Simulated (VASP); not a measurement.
Set up this calculation in VASP 6.6.1, as the native input.

| Property | Result |
| --- | --- |
| Task | single point |
| Functional | PBE |
| Potentials or basis | VASP PAW PBE potentials, release 64 (Bi_d, S) |
| Cutoff | 520 eV |
| k mesh | 4 × 4 × 4 |
| Occupations | gaussian, width 0.1 eV |
| Spin | no spin polarisation |
| Dipole correction | no |
| Further INCAR settings | ALGO = Normal; EDIFF = 1e-06; NBANDS = 28 |

The structure of BiS4 lies in POSCAR:

```
BiS4
1.0
   -3.4713017500      3.4713017500      3.4713017500
    3.4713017500     -3.4713017500      3.4713017500
    3.4713017500      3.4713017500     -3.4713017500
Bi S
1 4
Direct
    0.0000000000      0.0000000000      0.0000000000
    0.0000000000      0.0000000000      0.7463128600
    0.7463128600      0.0000000000      0.0000000000
    0.0000000000      0.7463128600      0.0000000000
    0.2536871400      0.2536871400      0.2536871400
```

The cell was built from a structure type or drawn by symmetry, and may not be a known phase.

One way to write it, as run:

INCAR

```
PREC = Accurate
ENCUT = 520
EDIFF = 1E-6
ISMEAR = 0
SIGMA = 0.1
LREAL = False
LASPH = True
NELM = 60
ALGO = Normal
ISIF = 2
LWAVE = False
LCHARG = True
GGA = PE
LELF = True
LVHAR = True
NBANDS = 28
```

KPOINTS

```
regular mesh
0
Gamma
  4 4 4
```

Potentials or basis: VASP PAW PBE potentials, release 64 (Bi_d, S).

Command:

```console
$ cat potpaw_PBE.64/Bi_d/POTCAR potpaw_PBE.64/S/POTCAR > POTCAR
$ mpirun -np 1 vasp_std > vasp.out
```

Results of the run:

| Quantity | Value |
| --- | --- |
| Pressure | 189.4 GPa |
| Largest force | 97.844 eV/Å |
| Band gap on the k mesh | zero (an odd number of electrons rules out a gap without spin polarisation) |

Caveat: atoms lie so close that the PAW spheres overlap strongly, which falsifies energies and pressures; the cell stands under pressure; spin-orbit coupling is left out, which moves the levels of the heavy elements; forces of over 1 eV/Å act on the atoms, so gaps and moduli don't describe the material at rest.

Wall time 31 s on 1 thread of AMD EPYC 9R45 96-Core Processor (Zen 5), on a shared host, peak memory 0.28 GiB.
